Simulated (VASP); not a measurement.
# Hf (P6_3/mmc) in VASP: a series of runs, part 2 of 3

VASP 6.6.1. The steps go on from the part before.

## 3. Electric field gradients, PBE (volume scaled by 0.96)

Input file INCAR:

```
PREC = Accurate ; ENCUT = 520
EDIFF = 1E-8 ; ISMEAR = -1
SIGMA = 0.05 ; LREAL = F
LASPH = T ; NELM = 60
ALGO = Normal ; ISIF = 2
LWAVE = F ; LCHARG = F
GGA = PE ; LEFG = T
NBANDS = 17
```

Input file KPOINTS:

```
regular mesh
0
Gamma
  13 13 7
```

Input file POSCAR:

```
Hf
1.0
    3.1534945994      0.0000000000      0.0000000000
   -1.5767472997      2.7310064337      0.0000000000
    0.0000000000      0.0000000000      4.9894429718
Hf
2
Direct
    0.3333333333      0.6666666667      0.2500000000
    0.6666666667      0.3333333333      0.7500000000
```

Potentials or basis: VASP PAW PBE potentials, release 64 (Hf_pv).

On the command line:

```console
$ cat potpaw_PBE.64/Hf_pv/POTCAR > POTCAR
$ mpirun -np 1 vasp_std > vasp.out
```

OUTCAR:

```text
PREC = Accurate
   ENCUT = 520
   EDIFF = 1E-8
   ISMEAR = -1
   LREAL = F
   LASPH = T
   NELM = 60
   ISIF = 2
   GGA = PE

 ion  position               nearest neighbor table
   1  0.333  0.667  0.250-   2 3.09   2 3.09   2 3.09   2 3.09   2 3.09   2 3.09
   2  0.667  0.333  0.750-   1 3.09   1 3.09   1 3.09   1 3.09   1 3.09   1 3.09

  LATTYP: Found a hexagonal cell.
 ALAT       =     3.1534945994
 C/A-ratio  =     1.5821948681

  Lattice vectors:

 A1 = (   3.1534945994,   0.0000000000,   0.0000000000)
 A2 = (  -1.5767472997,   2.7310064337,   0.0000000000)
 A3 = (   0.0000000000,   0.0000000000,   4.9894429718)

Analysis of symmetry for initial positions (statically):
=====================================================================
 Subroutine PRICEL returns:
 Original cell was already a primitive cell.

 Routine SETGRP: Setting up the symmetry group for a
 hexagonal supercell.

 Subroutine GETGRP returns: Found 24 space group operations
 (whereof 12 operations were pure point group operations)
 out of a pool of 24 trial point group operations.

The static configuration has the point symmetry D_3d.
 The point group associated with its full space group is D_6h.

Analysis of symmetry for dynamics (positions and initial velocities):
=====================================================================
 Subroutine PRICEL returns:
 Original cell was already a primitive cell.

 Routine SETGRP: Setting up the symmetry group for a
 hexagonal supercell.

 Subroutine GETGRP returns: Found 24 space group operations
 (whereof 12 operations were pure point group operations)
 out of a pool of 24 trial point group operations.

[... 153 lines left out ...]
 fundamental gap:      0.0140335054
 Fermi energy:         5.2084285541

 k-point     1 :       0.0000    0.0000    0.0000
  band No.  band energies     occupation
      1     -25.8460      2.00000
      2     -24.9988      2.00000
      3     -24.9988      2.00000
      4     -24.8542      2.00000
      5     -24.8538      2.00000
      6     -24.8538      2.00000
[... 457 lines left out ...]
      4     -25.0370      2.00000
      5     -24.8985      2.00000
      6     -24.8820      2.00000
[... 9 lines left out ...]
     16       8.1160      0.00000
     17      11.2189      0.00000

 [... further k-points ...]
[... 5 lines left out ...]
  --------------------------------------------------------------------------------------
  -------------------------------------------------------------------------------------
  Total        1.3783465      1.3783465      1.3962048      0.0000000      0.0000000      0.0000000
  in kB       51.3927806     51.3927806     52.0586431      0.0000000      0.0000000      0.0000000
  external PRESSURE =      51.6147347 kB  Pullay stress =       0.0000000 kB

 VOLUME and BASIS-vectors are now :
 -----------------------------------------------------------------------------
  energy-cutoff  :      520.00
  volume of cell :       42.97
      direct lattice vectors                 reciprocal lattice vectors
     3.153494599  0.000000000  0.000000000     0.317108518  0.183082688  0.000000000
    -1.576747300  2.731006434  0.000000000     0.000000000  0.366165377  0.000000000
     0.000000000  0.000000000  4.989442972     0.000000000  0.000000000  0.200423175

 POSITION                                       TOTAL-FORCE (eV/Angst)
 -----------------------------------------------------------------------------------
     -0.00000      1.82067      1.24736        -0.000000      0.000000      0.000000
      1.57675      0.91034      3.74208         0.000000      0.000000      0.000000
 -----------------------------------------------------------------------------------
    total drift:                               -0.000000      0.000000     -0.000000

  FREE ENERGIE OF THE ION-ELECTRON SYSTEM (eV)
  ---------------------------------------------------
  free  energy   TOTEN  =       -19.8255828043 eV

  energy  without entropy=      -19.8123425544  energy(sigma->0) =      -19.81896268

 Electric field gradients (V/A^2)
---------------------------------------------------------------------
 ion       V_xx      V_yy      V_zz      V_xy      V_xz      V_yz
---------------------------------------------------------------------
   1     -45.640   -45.640    91.280     0.000     0.000    -0.000
   2     -45.640   -45.640    91.280     0.000    -0.000     0.000
---------------------------------------------------------------------

 Electric field gradients after diagonalization (V/A^2)
 (convention: |V_zz| > |V_xx| > |V_yy|)
----------------------------------------------------------------------
 ion       V_xx      V_yy      V_zz     asymmetry (V_yy - V_xx)/ V_zz
----------------------------------------------------------------------
   1     -45.640   -45.640    91.280       0.000
   2     -45.640   -45.640    91.280       0.000
----------------------------------------------------------------------

           NMR quadrupolar parameters

 Cq : quadrupolar parameter    Cq=e*Q*V_zz/h
 eta: asymmetry parameters     (V_yy - V_xx)/ V_zz
 Q  : nuclear electric quadrupole moment in mb (millibarn)
----------------------------------------------------------------------
 ion       Cq(MHz)       eta       Q (mb)
----------------------------------------------------------------------
   1       0.221       0.000       1.000
   2       0.221       0.000       1.000
----------------------------------------------------------------------
```

OSZICAR:

```text
N       E                     dE             d eps       ncg     rms          rms(c)
DAV:   1     0.511121800821E+02    0.51112E+02   -0.11324E+04  2856   0.112E+03
DAV:   2    -0.186433454652E+02   -0.69756E+02   -0.67959E+02  3706   0.251E+02
DAV:   3    -0.204808798125E+02   -0.18375E+01   -0.18218E+01  3684   0.272E+01
DAV:   4    -0.204949262547E+02   -0.14046E-01   -0.14038E-01  3578   0.285E+00
DAV:   5    -0.204950532064E+02   -0.12695E-03   -0.12693E-03  3694   0.242E-01    0.670E+01
DAV:   6    -0.200073411661E+02    0.48771E+00   -0.44155E-01  3411   0.437E+00    0.398E+01
DAV:   7    -0.198349536295E+02    0.17239E+00   -0.75614E-01  3468   0.548E+00    0.189E+00
DAV:   8    -0.198254823045E+02    0.94713E-02   -0.47702E-02  3364   0.144E+00    0.273E-01
DAV:   9    -0.198255924259E+02   -0.11012E-03   -0.10849E-03  3800   0.231E-01    0.183E-01
DAV:  10    -0.198255807283E+02    0.11698E-04   -0.66537E-05  3380   0.549E-02    0.254E-01
DAV:  11    -0.198255827930E+02   -0.20647E-05   -0.84312E-06  3532   0.202E-02    0.101E-02
DAV:  12    -0.198255828957E+02   -0.10268E-06   -0.52124E-07  3676   0.468E-03    0.427E-03
DAV:  13    -0.198255828409E+02    0.54799E-07   -0.13599E-08  2566   0.928E-04    0.135E-03
DAV:  14    -0.198255828049E+02    0.35963E-07   -0.13382E-09  1841   0.306E-04    0.311E-04
DAV:  15    -0.198255828043E+02    0.58890E-09   -0.18755E-10  1775   0.113E-04
   1 F= -.19825583E+02 E0= -.19818963E+02  d E =-.132402E-01
```

Run time: 36 s. Hardware: 1 thread of AMD EPYC 9R45 (Zen 5), shared host; peak memory 0.16 GiB.

What came out:

```yaml
Free_energy: -19.8256 eV
Pressure: 5.2 GPa
Band_gap_on_the_k_mesh: zero (band 10 reaches 6.39 eV, above the bottom of band 11 at 4.82 eV)
```

Electric field gradients, principal values (V/Å²):
```tsv
atom	least	middle	greatest (by size)
1 Hf	-45.640	-45.640	91.280
2 Hf	-45.640	-45.640	91.280
```

Caveat: without QUAD_EFG the Cq values of the log hold for a quadrupole moment of 1 mb, not for the nuclei; spin-orbit coupling is left out, which moves the levels of the heavy elements.

## 4. Electric field gradients, PBE (equal xx and yy strain of +1 %)

Input file INCAR:

```
  ALGO = Normal
  EDIFF = 1E-8
  ENCUT = 520
  GGA = PE
  ISIF = 2
  ISMEAR = -1
  LASPH = T
  LCHARG = F
  LEFG = T
  LREAL = F
  LWAVE = F
  NBANDS = 17
  NELM = 100
  PREC = Accurate
  SIGMA = 0.05
```

Input file KPOINTS:

```
k-points
0
Gamma
  13 13 7
```

Input file POSCAR:

```
Hf
1.0
    3.2286655094      0.0000000000      0.0000000000
   -1.6143327547      2.7961063515      0.0000000000
    0.0000000000      0.0000000000      5.0578000000
Hf
2
Direct
    0.3333333333      0.6666666667      0.2500000000
    0.6666666667      0.3333333333      0.7500000000
```

Potentials or basis: VASP PAW PBE potentials, release 64 (Hf_pv).

On the command line:

```console
$ cat potpaw_PBE.64/Hf_pv/POTCAR > POTCAR
$ mpirun -np 1 vasp_std > vasp.out
```

OUTCAR:

```text
EDIFF = 1E-8
   ENCUT = 520
   GGA = PE
   ISIF = 2
   ISMEAR = -1
   LASPH = T
   LREAL = F
   NELM = 100
   PREC = Accurate

 ion  position               nearest neighbor table
   1  0.333  0.667  0.250-   2 3.14   2 3.14   2 3.14   2 3.14   2 3.14   2 3.14
   2  0.667  0.333  0.750-   1 3.14   1 3.14   1 3.14   1 3.14   1 3.14   1 3.14

  LATTYP: Found a hexagonal cell.
 ALAT       =     3.2286655094
 C/A-ratio  =     1.5665295724

  Lattice vectors:

 A1 = (   3.2286655094,   0.0000000000,   0.0000000000)
 A2 = (  -1.6143327547,   2.7961063515,   0.0000000000)
 A3 = (   0.0000000000,   0.0000000000,   5.0578000000)

Analysis of symmetry for initial positions (statically):
=====================================================================
 Subroutine PRICEL returns:
 Original cell was already a primitive cell.

 Routine SETGRP: Setting up the symmetry group for a
 hexagonal supercell.

 Subroutine GETGRP returns: Found 24 space group operations
 (whereof 12 operations were pure point group operations)
 out of a pool of 24 trial point group operations.

The static configuration has the point symmetry D_3d.
 The point group associated with its full space group is D_6h.

Analysis of symmetry for dynamics (positions and initial velocities):
=====================================================================
 Subroutine PRICEL returns:
 Original cell was already a primitive cell.

 Routine SETGRP: Setting up the symmetry group for a
 hexagonal supercell.

 Subroutine GETGRP returns: Found 24 space group operations
 (whereof 12 operations were pure point group operations)
[... 152 lines left out ...]
 val. band max:        4.7712891638   @ k =   0.3077   0.2308   0.2857
 cond. band min:       4.8057007948   @ k =   0.0769   0.0769   0.0000
 fundamental gap:      0.0344116310
 Fermi energy:         4.7840790388

 k-point     1 :       0.0000    0.0000    0.0000
  band No.  band energies     occupation
      1     -26.3270      2.00000
      2     -25.6316      2.00000
      3     -25.6316      2.00000
      4     -25.5054      2.00000
      5     -25.5054      2.00000
      6     -25.5006      2.00000
[... 457 lines left out ...]
      4     -25.6556      2.00000
      5     -25.5377      2.00000
      6     -25.5278      2.00000
[... 9 lines left out ...]
     16       7.5687      0.00000
     17      10.4155      0.00000

 [... further k-points ...]
[... 5 lines left out ...]
  --------------------------------------------------------------------------------------
  -------------------------------------------------------------------------------------
  Total       -0.5839491     -0.5839491     -0.3194667     -0.0000000      0.0000000     -0.0000000
  in kB      -20.4902474    -20.4902474    -11.2097983     -0.0000000      0.0000000     -0.0000000
  external PRESSURE =     -17.3967644 kB  Pullay stress =       0.0000000 kB

 VOLUME and BASIS-vectors are now :
 -----------------------------------------------------------------------------
  energy-cutoff  :      520.00
  volume of cell :       45.66
      direct lattice vectors                 reciprocal lattice vectors
     3.228665509  0.000000000  0.000000000     0.309725488  0.178820094  0.000000000
    -1.614332755  2.796106352  0.000000000     0.000000000  0.357640188  0.000000000
     0.000000000  0.000000000  5.057800000     0.000000000  0.000000000  0.197714421

 POSITION                                       TOTAL-FORCE (eV/Angst)
 -----------------------------------------------------------------------------------
     -0.00000      1.86407      1.26445        -0.000000      0.000000      0.000000
      1.61433      0.93204      3.79335         0.000000     -0.000000      0.000000
 -----------------------------------------------------------------------------------
    total drift:                               -0.000000      0.000000     -0.000000

  FREE ENERGIE OF THE ION-ELECTRON SYSTEM (eV)
  ---------------------------------------------------
  free  energy   TOTEN  =       -19.8513001160 eV

  energy  without entropy=      -19.8387623679  energy(sigma->0) =      -19.84503124

 Electric field gradients (V/A^2)
---------------------------------------------------------------------
 ion       V_xx      V_yy      V_zz      V_xy      V_xz      V_yz
---------------------------------------------------------------------
   1     -42.703   -42.702    85.406     0.001     0.000    -0.000
   2     -42.703   -42.702    85.406     0.001    -0.000     0.000
---------------------------------------------------------------------

 Electric field gradients after diagonalization (V/A^2)
 (convention: |V_zz| > |V_xx| > |V_yy|)
----------------------------------------------------------------------
 ion       V_xx      V_yy      V_zz     asymmetry (V_yy - V_xx)/ V_zz
----------------------------------------------------------------------
   1     -42.703   -42.702    85.406       0.000
   2     -42.703   -42.702    85.406       0.000
----------------------------------------------------------------------

           NMR quadrupolar parameters

 Cq : quadrupolar parameter    Cq=e*Q*V_zz/h
 eta: asymmetry parameters     (V_yy - V_xx)/ V_zz
 Q  : nuclear electric quadrupole moment in mb (millibarn)
----------------------------------------------------------------------
 ion       Cq(MHz)       eta       Q (mb)
----------------------------------------------------------------------
   1       0.207       0.000       1.000
   2       0.207       0.000       1.000
----------------------------------------------------------------------
```

OSZICAR:

```text
N       E                     dE             d eps       ncg     rms          rms(c)
DAV:   1     0.509957999336E+02    0.50996E+02   -0.11340E+04  2872   0.111E+03
DAV:   2    -0.186568123038E+02   -0.69653E+02   -0.67837E+02  3737   0.249E+02
DAV:   3    -0.205756063208E+02   -0.19188E+01   -0.19005E+01  3641   0.274E+01
DAV:   4    -0.205928290334E+02   -0.17223E-01   -0.17208E-01  3620   0.306E+00
DAV:   5    -0.205930128184E+02   -0.18379E-03   -0.18375E-03  3762   0.280E-01    0.641E+01
DAV:   6    -0.200493560812E+02    0.54366E+00   -0.51919E-01  3407   0.460E+00    0.380E+01
DAV:   7    -0.198623158589E+02    0.18704E+00   -0.87367E-01  3457   0.572E+00    0.188E+00
DAV:   8    -0.198512071401E+02    0.11109E-01   -0.56815E-02  3363   0.153E+00    0.279E-01
DAV:   9    -0.198513129770E+02   -0.10584E-03   -0.11991E-03  3863   0.247E-01    0.188E-01
DAV:  10    -0.198512976344E+02    0.15343E-04   -0.72698E-05  3355   0.559E-02    0.245E-01
DAV:  11    -0.198513000807E+02   -0.24463E-05   -0.76883E-06  3706   0.196E-02    0.107E-02
DAV:  12    -0.198513001719E+02   -0.91197E-07   -0.46282E-07  3705   0.431E-03    0.292E-03
DAV:  13    -0.198513001484E+02    0.23449E-07   -0.12989E-08  2718   0.940E-04    0.112E-03
DAV:  14    -0.198513001148E+02    0.33658E-07   -0.14094E-09  1916   0.297E-04    0.225E-04
DAV:  15    -0.198513001160E+02   -0.12244E-08   -0.17626E-10  1808   0.102E-04
   1 F= -.19851300E+02 E0= -.19845031E+02  d E =-.125377E-01
```

stdout:

```text
POSCAR found type information on POSCAR Hf
 POSCAR found :  1 types and       2 ions
 scaLAPACK will be used
 LDA part: xc-table for (Slater+PW92), standard interpolation
 POSCAR, INCAR and KPOINTS ok, starting setup
 FFT: planning ... GRIDC
 FFT: planning ... GRID_SOFT
 FFT: planning ... GRID
 WAVECAR not read
 entering main loop
ion   1

ion   2
```

Wall time 51 s (1 thread of AMD EPYC 7R43 (Zen 3), shared host); peak memory 0.16 GiB.

What came out:

| Quantity | Value |
| --- | --- |
| Free energy | -19.8513 eV |
| Pressure | -1.7 GPa |
| Band gap on the k mesh | zero (band 10 reaches 5.93 eV, above the bottom of band 11 at 4.37 eV) |

Electric field gradients, principal values (V/Å²):
```tsv
atom	least	middle	greatest (by size)
1 Hf	-42.702	-42.703	85.406
2 Hf	-42.702	-42.703	85.406
```

Caveat: the cell differs from its parent crystal (equal xx and yy strain of +1 %); without QUAD_EFG the Cq values of the log hold for a quadrupole moment of 1 mb, not for the nuclei; spin-orbit coupling is left out, which moves the levels of the heavy elements.

(Part 2 of 3 ends here.)
